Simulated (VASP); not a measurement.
# Rh (Fm-3m) in VASP: notebook, part 2 of 2

VASP 6.6.1. The steps go on from the part before.

## 4. Electric field gradients, LDA (13.48 Å³/atom)

This run uses another cell than the first one, of 13.48 Å³/atom.

File INCAR:

```
ALGO = Normal
EDIFF = 1E-8
ENCUT = 520
ISIF = 2
ISMEAR = -1
LASPH = True
LCHARG = False
LEFG = True
LREAL = False
LWAVE = False
NBANDS = 14
NELM = 80
PREC = Accurate
SIGMA = 0.03
```

File KPOINTS:

```
k-points
0
Gamma
  16 16 16
```

File POSCAR:

```
Rh
1.0
    0.0000000000      1.8887875349      1.8887875349
    1.8887875349      0.0000000000      1.8887875349
    1.8887875349      1.8887875349      0.0000000000
Rh
1
Direct
    0.0000000000      0.0000000000      0.0000000000
```

Potentials or basis: VASP PAW LDA potentials, release 64 (Rh_pv).

On the command line:

```sh
$ cat potpaw_LDA.64/Rh_pv/POTCAR > POTCAR
$ mpirun -np 1 vasp_std > vasp.out
```

OUTCAR:

```text
EDIFF = 1E-8
   ENCUT = 520
   ISIF = 2
   ISMEAR = -1
   LASPH = True
   LREAL = False
   NELM = 80
   PREC = Accurate

 ion  position               nearest neighbor table
   1  0.000  0.000  0.000-

  LATTYP: Found a face centered cubic cell.
 ALAT       =     3.7775750698

  Lattice vectors:

 A1 = (   0.0000000000,   1.8887875349,   1.8887875349)
 A2 = (   1.8887875349,   0.0000000000,   1.8887875349)
 A3 = (   1.8887875349,   1.8887875349,   0.0000000000)

Analysis of symmetry for initial positions (statically):
=====================================================================
 Subroutine PRICEL returns:
 Original cell was already a primitive cell.

 Routine SETGRP: Setting up the symmetry group for a
 face centered cubic supercell.

 Subroutine GETGRP returns: Found 48 space group operations
 (whereof 48 operations were pure point group operations)
 out of a pool of 48 trial point group operations.

The static configuration has the point symmetry O_h .

Analysis of symmetry for dynamics (positions and initial velocities):
=====================================================================
 Subroutine PRICEL returns:
 Original cell was already a primitive cell.

 Routine SETGRP: Setting up the symmetry group for a
 face centered cubic supercell.

 Subroutine GETGRP returns: Found 48 space group operations
 (whereof 48 operations were pure point group operations)
 out of a pool of 48 trial point group operations.

The dynamic configuration has the point symmetry O_h .

[... 159 lines left out ...]
      8      11.0724      2.00000
      9      11.0724      2.00000
     10      28.0145      0.00000
     11      32.3807      0.00000
     12      33.5347      0.00000
     13      33.5347      0.00000
     14      33.5347      0.00000
[... 377 lines left out ...]
      1     -34.1887      2.00000
      2     -34.1357      2.00000
      3     -34.1187      2.00000
      4       4.3267      2.00000
      5       8.6700      2.00000
      6       9.0287      2.00000
      7       9.0787      2.00000
      8      10.8760      2.00000
      9      11.0976      2.00000
     10      28.6266      0.00000
     11      31.8721      0.00000
     12      32.3841      0.00000
     13      33.6130      0.00000
     14      34.4165      0.00000

 [... further k-points ...]

------------------------ aborting loop because EDIFF is reached ----------------------------------------

  FORCE on cell =-STRESS in cart. coord.  units (eV):
  Direction    XX          YY          ZZ          XY          YZ          ZX
  --------------------------------------------------------------------------------------
  -------------------------------------------------------------------------------------
  Total       -0.4057186     -0.4057186     -0.4057186      0.0000000      0.0000000      0.0000000
  in kB      -48.2343259    -48.2343259    -48.2343259      0.0000000      0.0000000      0.0000000
  external PRESSURE =     -48.2343259 kB  Pullay stress =       0.0000000 kB

 VOLUME and BASIS-vectors are now :
 -----------------------------------------------------------------------------
  energy-cutoff  :      520.00
  volume of cell :       13.48
      direct lattice vectors                 reciprocal lattice vectors
     0.000000000  1.888787535  1.888787535    -0.264720087  0.264720087  0.264720087
     1.888787535  0.000000000  1.888787535     0.264720087 -0.264720087  0.264720087
     1.888787535  1.888787535  0.000000000     0.264720087  0.264720087 -0.264720087

 POSITION                                       TOTAL-FORCE (eV/Angst)
 -----------------------------------------------------------------------------------
      0.00000      0.00000      0.00000        -0.000000     -0.000000     -0.000000
 -----------------------------------------------------------------------------------
    total drift:                               -0.000000     -0.000000     -0.000000

  FREE ENERGIE OF THE ION-ELECTRON SYSTEM (eV)
  ---------------------------------------------------
  free  energy   TOTEN  =        -8.6814635737 eV

  energy  without entropy=       -8.6770720510  energy(sigma->0) =       -8.67926781

 Electric field gradients (V/A^2)
---------------------------------------------------------------------
 ion       V_xx      V_yy      V_zz      V_xy      V_xz      V_yz
---------------------------------------------------------------------
   1      -0.000     0.000     0.000     0.001     0.001     0.001
---------------------------------------------------------------------

 Electric field gradients after diagonalization (V/A^2)
 (convention: |V_zz| > |V_xx| > |V_yy|)
----------------------------------------------------------------------
 ion       V_xx      V_yy      V_zz     asymmetry (V_yy - V_xx)/ V_zz
----------------------------------------------------------------------
   1      -0.001    -0.001     0.002       0.000
----------------------------------------------------------------------

           NMR quadrupolar parameters

 Cq : quadrupolar parameter    Cq=e*Q*V_zz/h
 eta: asymmetry parameters     (V_yy - V_xx)/ V_zz
 Q  : nuclear electric quadrupole moment in mb (millibarn)
----------------------------------------------------------------------
 ion       Cq(MHz)       eta       Q (mb)
----------------------------------------------------------------------
   1       0.000       0.000       1.000
----------------------------------------------------------------------
```

Run time: 28 s. Hardware: 1 thread of AMD EPYC 7R13, shared host; peak memory 0.11 GiB.

Results:

- Free energy: -8.6815 eV
- Pressure: -4.8 GPa
- Band gap on the k mesh: zero (an odd number of electrons rules out a gap without spin polarisation)
- Largest electric field gradient by atom: zero within the noise of the run

Caveat: the cell stands under tension.

## 5. Summary

| cell | gap on the mesh (eV) | pressure (GPa) |
| --- | --- | --- |
| a = 2.653 Å, angles 60.0°, 1 atom | none | 1.5 |
| a = 2.689 Å, angles 60.0°, 1 atom | none | -10.4 |
| a = 2.671 Å, angles 60.0°, 1 atom | none | -4.8 |

Alike in all rows: task electric field gradients; level LDA; potentials or basis VASP PAW LDA potentials, release 64 (Rh_pv); no spin polarisation; k mesh 16 × 16 × 16; cutoff (eV) 520; smearing fermi-dirac 0.03 eV.

Caveats: the cell stands under tension (at least some runs).

Absolute energies hang on the potentials; compare differences alone.
